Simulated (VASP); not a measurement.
# CuGe (Cmcm) in VASP: a series of runs, part 3 of 3

VASP 6.6.1. Earlier steps stand in the parts before.

### 6 Relaxation of cell and atoms, PBE

File INCAR:

```
ALGO = Normal ; EDIFF = 1E-6
EDIFFG = -0.04 ; ENCUT = 600
GGA = PE ; IBRION = 2
ISIF = 3 ; ISMEAR = 0
LASPH = T ; LCHARG = F
LREAL = F ; LWAVE = F
NELM = 80 ; NSW = 90
PREC = Accurate ; SIGMA = 0.1
```

File KPOINTS:

```
k-points
0
Gamma
  6 6 4
```

File POSCAR:

```
CuGe
1.0
    1.8031658214     -4.2141072968      0.0000000000
    1.8031658214      4.2141072968      0.0000000000
    0.0000000000      0.0000000000      4.1593604746
Cu Ge
2 2
Direct
    0.5838049537      0.4161950463      0.2500000000
    0.4161950463      0.5838049537      0.7500000000
    0.8749486742      0.1250513258      0.2500000000
    0.1250513258      0.8749486742      0.7500000000
```

Potentials or basis: VASP PAW PBE potentials, release 64 (Cu, Ge_d).

Launch:

```
$ cat potpaw_PBE.64/Cu/POTCAR potpaw_PBE.64/Ge_d/POTCAR > POTCAR
$ mpirun -np 1 vasp_std > vasp.out
```

OUTCAR:

```text
EDIFF = 1E-6
   EDIFFG = -0.04
   ENCUT = 600
   GGA = PE
   IBRION = 2
   ISIF = 3
   ISMEAR = 0
   LASPH = T
   LREAL = F
   NELM = 80
   NSW = 90
   PREC = Accurate

 ion  position               nearest neighbor table
   1  0.584  0.416  0.250-   3 2.45   2 2.51   2 2.51   3 2.52   3 2.52   4 2.77   4 2.77   4 2.77
                             4 2.77
   2  0.416  0.584  0.750-   4 2.45   1 2.51   1 2.51   4 2.52   4 2.52   3 2.77   3 2.77   3 2.77
                             3 2.77
   3  0.875  0.125  0.250-   1 2.45   1 2.52   1 2.52   2 2.77   2 2.77   2 2.77   2 2.77
   4  0.125  0.875  0.750-   2 2.45   2 2.52   2 2.52   1 2.77   1 2.77   1 2.77   1 2.77

  LATTYP: Found a base centered orthorhombic cell.
 ALAT       =     3.6063316428
 B/A-ratio  =     2.3370603229
 C/A-ratio  =     1.1533494106

  Lattice vectors:

 A1 = (   1.8031658214,  -4.2141072968,   0.0000000000)
 A2 = (   1.8031658214,   4.2141072968,   0.0000000000)
 A3 = (   0.0000000000,   0.0000000000,   4.1593604746)

Analysis of symmetry for initial positions (statically):
=====================================================================
 Subroutine PRICEL returns:
 Original cell was already a primitive cell.

 Routine SETGRP: Setting up the symmetry group for a
 base centered orthorhombic supercell.

 Subroutine GETGRP returns: Found  8 space group operations
 (whereof  4 operations were pure point group operations)
 out of a pool of  8 trial point group operations.

The static configuration has the point symmetry C_2h.
 The point group associated with its full space group is D_2h.

Analysis of symmetry for dynamics (positions and initial velocities):
=====================================================================
 Subroutine PRICEL returns:
 Original cell was already a primitive cell.

 Routine SETGRP: Setting up the symmetry group for a
 base centered orthorhombic supercell.

 Subroutine GETGRP returns: Found  8 space group operations
 (whereof  4 operations were pure point group operations)
 out of a pool of  8 trial point group operations.

The dynamic configuration has the point symmetry C_2h.
 The point group associated with its full space group is D_2h.

 Subroutine INISYM returns: Found  8 space group operations
 (whereof  4 operations are pure point group operations),
 and found     1 'primitive' translations

----------------------------------------------------------------------------------------

                                     Primitive cell

  volume of cell :      63.2117

  direct lattice vectors                    reciprocal lattice vectors
     1.803165821 -4.214107297  0.000000000     0.277290083 -0.118649091  0.000000000
     1.803165821  4.214107297  0.000000000     0.277290083  0.118649091  0.000000000
     0.000000000  0.000000000  4.159360475     0.000000000  0.000000000  0.240421576

  length of vectors
     4.583678358  4.583678358  4.159360475     0.301608019  0.301608019  0.240421576

  position of ions in fractional coordinates (direct lattice)
     0.583804954  0.416195046  0.250000000
     0.416195046  0.583804954  0.750000000
     0.874948674  0.125051326  0.250000000
     0.125051326  0.874948674  0.750000000

  ion indices of the primitive-cell ions
   primitive index   ion index
                 1           1
[... 65 lines left out ...]
 SYSTEM =  unknown system
   PREC   = accura    normal or accurate (medium, high low for compatibility)
   ISTART =      0    job   : 0-new  1-cont  2-samecut
   ICHARG =      2    charge: 1-file 2-atom 10-const
   ISPIN  =      1    spin polarized calculation?
   LNONCOLLINEAR =      F non collinear calculations
   LSORBIT =      F    spin-orbit coupling
   LASPH  =      T    aspherical Exc in radial PAW
   ENCUT  =  600.0 eV  44.10 Ry    6.64 a.u.   9.15  9.15  8.31*2*pi/ulx,y,z
   NELM   =     80;   NELMIN=  2; NELMDL= -5     # of ELM steps
   EDIFF  = 0.1E-05   stopping-criterion for ELM
   LREAL  =      F    real-space projection
   EDIFFG = -.4E-01   stopping-criterion for IOM
   NSW    =     90    number of steps for IOM
   IBRION =      2    ionic relax: 0-MD 1-quasi-New 2-CG
   NFREE  =      1    steps in history (QN), initial steepest desc. (CG)
   ISIF   =      3    stress and relaxation
   ISYM   =      2    0-nonsym 1-usesym 2-fastsym
   POTIM  = 0.5000    time-step for ionic-motion
   TEBEG  =    0.0;   TEEND  =   0.0 temperature during run
   PSTRESS=    0.0 pullay stress
   NELECT =      50.0000    total number of electrons
   NUPDOWN=      -1.0000    fix difference up-down
   EMIN   =  10.00;   EMAX   =-10.00  energy-range for DOS
   EFERMI =   0.00;   METHOD = LEGACY
   ISMEAR =     0;   SIGMA  =   0.10  broadening in eV -4-tet -1-fermi 0-gaus
   EFERMI_NEDOS =   21; number of points for ismear=-14 and -15
   IALGO  =     38    algorithm
   IMIX   =      4    mixing-type and parameters
     AMIX     =   0.40;   BMIX     =  1.00
     AMIX_MAG =   1.60;   BMIX_MAG =  1.00
  volume/ion in A,a.u.               =      15.80       106.64
  Fermi-wavevector in a.u.,A,eV,Ry     =   1.514022  2.861087 31.188132  2.292263
  Thomas-Fermi vector in A             =   2.623735
   LORBIT       =      0    0 simple, 1 ext, 2 COOP (PROOUT), +10 PAW based schemes
   GGA     = PE    functional components
   LHFCALC =     F    Hartree Fock is set to
   AEXX    =    0.0000 exact exchange contribution
   IVDW    =     0    specifies the selected vdW correction
   LEPSILON=     F    determine dielectric tensor
   LRPA    =     F    only Hartree local field effects (RPA)
 conjugate gradient relaxation of ions
 non-spin polarized calculation
 Gauss-broadening in eV      SIGMA  =   0.10
  energy-cutoff  :      600.00
  volume of cell :       63.21
 maximum number of plane-waves:      2130
 NGX is ok and might be reduce to    40
   NGX = 19   NGY = 19   NGZ = 17

--------------------------------------- Ionic step        1  -------------------------------------------

 number of electron      50.0000012 magnetization

 Free energy of the ion-electron system (eV)
  ---------------------------------------------------
  ext. energy  EPLUGINS =         0.00000000
  ---------------------------------------------------
  free energy    TOTEN  =       -15.94692249 eV

  energy without entropy =      -15.93956233  energy(sigma->0) =      -15.94324241

------------------------ aborting loop because EDIFF is reached ----------------------------------------

  FORCE on cell =-STRESS in cart. coord.  units (eV):
  Direction    XX          YY          ZZ          XY          YZ          ZX
  --------------------------------------------------------------------------------------
  -------------------------------------------------------------------------------------
  Total        0.0814878      0.6512860      0.0313710      0.0000000     -0.0000000      0.0000000
  in kB        2.0654053     16.5076208      0.7951366      0.0000000     -0.0000000      0.0000000
  external PRESSURE =       6.4560543 kB  Pullay stress =       0.0000000 kB
[... 95 lines left out ...]
  FREE ENERGIE OF THE ION-ELECTRON SYSTEM (eV)
  ---------------------------------------------------
  free  energy   TOTEN  =       -15.9512972373 eV

  energy  without entropy=      -15.9447029222  energy(sigma->0) =      -15.94800008

[... ionic steps 4 to 16 ...]

--------------------------------------- Ionic step       17  -------------------------------------------

 number of electron      49.9999993 magnetization

------------------------ aborting loop because EDIFF is reached ----------------------------------------
[... 71 lines left out ...]
--------------------------------------- Ionic step       19  -------------------------------------------

 number of electron      49.9999992 magnetization

 Free energy of the ion-electron system (eV)
  ---------------------------------------------------
  ext. energy  EPLUGINS =         0.00000000
  ---------------------------------------------------
  free energy    TOTEN  =       -15.99840150 eV

  energy without entropy =      -15.99112964  energy(sigma->0) =      -15.99476557

 E-fermi :   7.0960     XC(G=0): -11.7791

 val. band max:        7.0818352237   @ k =   0.1667   0.1667   0.5000
 cond. band min:       7.1053131424   @ k =  -0.1667   0.1667   0.2500
 fundamental gap:      0.0234779186
 Fermi energy:         7.0959551412

 k-point     1 :       0.0000    0.0000    0.0000
  band No.  band energies     occupation
      1     -17.5646      2.00000
      2     -17.5600      2.00000
      3     -17.5576      2.00000
      4     -17.5513      2.00000
      5     -17.5512      2.00000
      6     -17.5422      2.00000
[... 781 lines left out ...]
     29      13.3632      0.00000
     30      13.7655      0.00000

 [... further k-points ...]
[... 5 lines left out ...]
  --------------------------------------------------------------------------------------
  -------------------------------------------------------------------------------------
  Total       -0.0314892      0.0278536     -0.1242295      0.0000000      0.0000000      0.0000000
  in kB       -0.8164710      0.7222052     -3.2210996      0.0000000      0.0000000      0.0000000
  external PRESSURE =      -1.1051218 kB  Pullay stress =       0.0000000 kB
[... 19 lines left out ...]
  FREE ENERGIE OF THE ION-ELECTRON SYSTEM (eV)
  ---------------------------------------------------
  free  energy   TOTEN  =       -15.9984015036 eV

  energy  without entropy=      -15.9911296384  energy(sigma->0) =      -15.99476557

 reached required accuracy - stopping structural energy minimisation
```

OSZICAR:

```text
N       E                     dE             d eps       ncg     rms          rms(c)
DAV:   1     0.445495555997E+03    0.44550E+03   -0.25779E+04  2556   0.467E+03
DAV:   2     0.569679278275E+02   -0.38853E+03   -0.37680E+03  2340   0.813E+02
DAV:   3    -0.152588156948E+02   -0.72227E+02   -0.70124E+02  2544   0.243E+02
DAV:   4    -0.185798093196E+02   -0.33210E+01   -0.32845E+01  2816   0.625E+01
[... 176 lines left out ...]
DAV:   3    -0.160002134461E+02    0.98815E-02   -0.41086E-02  2796   0.466E+00    0.301E-01
DAV:   4    -0.159984495068E+02    0.17639E-02   -0.38662E-03  3402   0.984E-01    0.576E-02
DAV:   5    -0.159984077992E+02    0.41708E-04   -0.44071E-04  3222   0.300E-01    0.269E-02
DAV:   6    -0.159984023330E+02    0.54662E-05   -0.38876E-05  3256   0.983E-02    0.120E-02
DAV:   7    -0.159984015036E+02    0.82943E-06   -0.25805E-06  1892   0.375E-02
  19 F= -.15998402E+02 E0= -.15994766E+02  d E =-.673274E-03
```

CONTCAR:

```text
CuGe
   1.00000000000000
     1.6900730992442958   -4.4786631156111820    0.0000000000000000
     1.6900730992442958    4.4786631156111820   -0.0000000000000000
     0.0000000000000000   -0.0000000000000001    4.0817575381629734
  Cu              Ge
     2     2
Direct
     0.5831765223081805    0.4168234776918195    0.2500000000000000
     0.4168234776918195    0.5831765223081805    0.7500000000000000
     0.8624987793607940    0.1375012206392062    0.2500000000000000
     0.1375012206392062    0.8624987793607940    0.7500000000000000

  0.00000000E+00  0.00000000E+00  0.00000000E+00
  0.00000000E+00  0.00000000E+00  0.00000000E+00
  0.00000000E+00  0.00000000E+00  0.00000000E+00
  0.00000000E+00  0.00000000E+00  0.00000000E+00
```

It took 17 min on 1 thread of Intel Xeon Platinum 8488C (Sapphire Rapids), shared host; peak memory 0.29 GiB.

What came out:

| Quantity | Value |
| --- | --- |
| Free energy | -15.9984 eV |
| Relaxed volume | 15.45 Å³/atom |
| Relaxed cell | a = 4.787 Å, b = 4.787 Å, c = 4.082 Å, α = 90.00°, β = 90.00°, γ = 138.65° |
| Space group after relaxing (to 0.05 Å) | Cmcm (No. 63) |
| Energy gained by relaxing | 12.9 meV/atom |
| Ionic steps | 19 |
| Pressure after relaxing | -0.1 GPa |
| Largest force after relaxing | 0.005 eV/Å |
| Band gap on the k mesh | zero (band 25 reaches 10.43 eV, above the bottom of band 26 at 5.00 eV) |

Forces on the atoms (eV/Å):
```
Cu   0.000  0.004  0.000
Cu   0.000 -0.004  0.000
Ge   0.000  0.005  0.000
Ge   0.000 -0.005  0.000
```

Stress tensor (GPa, compression positive):
```
-0.08  0.00  0.00
 0.00  0.07  0.00
 0.00  0.00 -0.32
```

The path:
```
step  energy change (eV)  largest force (eV/Å)  pressure (GPa)  volume (Å³)
   1              0.0000                0.0715            0.65        63.21
   2             -0.0039                0.0391           -0.31        63.80
   3             -0.0044                0.0319           -0.97        64.16
   4             -0.0071                0.0508           -1.19        64.17
   5             -0.0150                0.0864           -1.68        64.19
   6             -0.0188                0.1075           -2.18        64.18
   7             -0.0229                0.1184           -1.98        63.85
   8             -0.0312                0.1534           -0.93        62.85
   9             -0.0259                0.2746            1.73        60.83
  10             -0.0331                0.1876           -0.04        62.16
  11             -0.0345                0.1700           -0.08        62.13
  12             -0.0381                0.1198            0.10        62.04
  13             -0.0418                0.1462            0.14        61.85
  14             -0.0420                0.1704            0.02        61.79
  15             -0.0443                0.1492            0.12        61.75
  16             -0.0492                0.0827            0.38        61.62
  17             -0.0489                0.0525            0.54        61.36
  18             -0.0508                0.0169            0.30        61.50
  19             -0.0515                0.0046           -0.11        61.79
```

Final structure:
```xyz
4
Lattice="1.6901 -4.4787 0.0000 1.6901 4.4787 0.0000 0.0000 0.0000 4.0818" Properties=species:S:1:pos:R:3 pbc="T T T"
Cu    1.6901   -0.7450    1.0204
Cu    1.6901    0.7450    3.0613
Ge    1.6901   -3.2470    1.0204
Ge    1.6901    3.2470    3.0613
```

Caveat: the k points lie up to 0.38 Å⁻¹ apart in the final cell.

### 7 Overview

```csv
task,cell,k mesh,cutoff (eV),gap on the mesh (eV),pressure (GPa),relaxed volume (Å³/atom),largest force (eV/Å)
single point,"a = 4.584, b = 4.584, c = 4.159 Å, angles 90.0, 90.0, 133.7°, 4 atoms",4 × 4 × 6,520,none,0.2,-,0.02
single point,"a = 5.290, b = 5.290, c = 3.526 Å, angles 90.0, 90.0, 133.9°, 4 atoms",6 × 6 × 6,520,none,1.9,-,3.91
single point,"a = 4.762, b = 4.762, c = 4.088 Å, angles 90.0, 90.0, 138.3°, 4 atoms",6 × 6 × 4,520,none,0.3,-,0.02
relaxation of cell and atoms,"relaxed from a = 5.290, b = 5.290, c = 3.526 Å, angles 90.0, 90.0, 133.9°, 4 atoms",4 × 4 × 6,600,none,0.3,15.82,0.03
relaxation of cell and atoms,"relaxed from a = 4.584, b = 4.584, c = 4.159 Å, angles 90.0, 90.0, 133.7°, 4 atoms",6 × 6 × 4,600,none,-0.1,15.45,-
```

Alike in all rows: level PBE; potentials or basis VASP PAW PBE potentials, release 64 (Cu, Ge_d); no spin polarisation; smearing gaussian 0.1 eV.

Caveats: some runs use coarse meshes; forces of over 1 eV/Å act on the atoms, so gaps and moduli don't describe the material at rest (some runs).

Absolute energies hang on the potentials; compare differences alone.
